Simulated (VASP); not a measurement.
Input of a VASP 6.6.1 run:

File POSCAR:

```
Fe
1.0
   -1.4640000000      1.4640000000      1.4640000000
    1.4640000000     -1.4640000000      1.4640000000
    1.4640000000      1.4640000000     -1.4640000000
Fe
1
Direct
    0.0000000000      0.0000000000      0.0000000000
```

File INCAR.step1:

```
SYSTEM = Fe
ALGO = Normal ; EDIFF = 1E-4
ENCUT = 520 ; GGA = PE
ISMEAR = -1 ; ISPIN = 2
LASPH = .True. ; LCHARG = .False.
LMAXMIX = 4 ; LREAL = .False.
LWAVE = .True. ; MAGMOM = 4
NBANDS = 14 ; NELM = 150
PREC = Accurate ; SIGMA = 0.1
```

Contents of INCAR.step2:

```
SYSTEM = Fe
ALGO = Normal ; EDIFF = 1E-7
ENCUT = 520 ; ISIF = 2
ISMEAR = -1 ; ISPIN = 2
ISTART = 1 ; LASPH = .True.
LCHARG = .False. ; LMAXMIX = 4
LMIXTAU = .True. ; LORBIT = 11
LREAL = .False. ; LWAVE = .False.
MAGMOM = 4 ; METAGGA = R2SCAN
NBANDS = 14 ; NELM = 150
PREC = Accurate ; SIGMA = 0.1
```

KPOINTS

```
k-points
0
Gamma
  14 14 14
  0 0 0
```

Potentials or basis: VASP PAW PBE potentials, release 64 (Fe).

Run with:

```bash
$ cat potpaw_PBE.64/Fe/POTCAR > POTCAR
$ cp INCAR.step1 INCAR
$ mpirun -np 1 vasp_std > vasp.out
$ cp INCAR.step2 INCAR
$ mpirun -np 1 vasp_std > vasp.out
```

Question: What does it give for the pressure?

Answer: -9.3 GPa.

Question: Estimate the site moments.

Answer: Fe +2.83 μB.

Question: What does it give for the net moment?

Answer: 2.74 μB per cell.

Caveat: the PAW data sets were made with another functional, which shifts forces and pressure a little.
